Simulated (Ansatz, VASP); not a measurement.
## BeZn2Se3 in VASP and in Ansatz

```
Be Zn Se
1.0
     6.46465    0.00000    0.00000
    -3.23233    5.59855    0.00000
     0.00000    0.00000    3.75786
Be Zn Se
1 2 3
Direct
  0.00000 0.00000 0.00000
  0.33333 0.66667 0.00000
  0.66667 0.33333 0.00000
  0.50000 0.00000 0.50000
  0.50000 0.50000 0.50000
  0.00000 0.50000 0.50000
```

Change from the starting cell: species swapped into the GdCo3B2 type (P6/mmm, No. 191).

Alike in both runs: functional PBE; k mesh 3 × 3 × 6; occupations gaussian, width 0.1 eV; no spin polarisation.

Ansatz relaxed the structure, and its values are those at the end. VASP's run is a single point on that final structure, the one shown.

|  | VASP | Ansatz |
| --- | --- | --- |
| version | VASP 6.6.1 | Ansatz 0.2.0 |
| potentials or method | VASP PAW PBE potentials, release 64 (Be, Zn, Se), cutoff 520 eV | scalar-relativistic, plane waves, PAW |
| valence electrons in the cell | 44 | 74 |

|  | VASP | Ansatz | Ansatz less VASP |
| --- | --- | --- | --- |
| gap on the k mesh at the Fermi level (eV) | none | none | - |
| pressure (GPa) | -0.1 | -0.2 | -0.12 |

A gap of «none» marks a metal or a gap that the smearing closes. VASP's potentials hold 44 valence electrons a cell and Ansatz's 74, so a difference there can come from the potentials and not from the codes.

The k mesh is coarse, so the values compare programs but aren't converged.
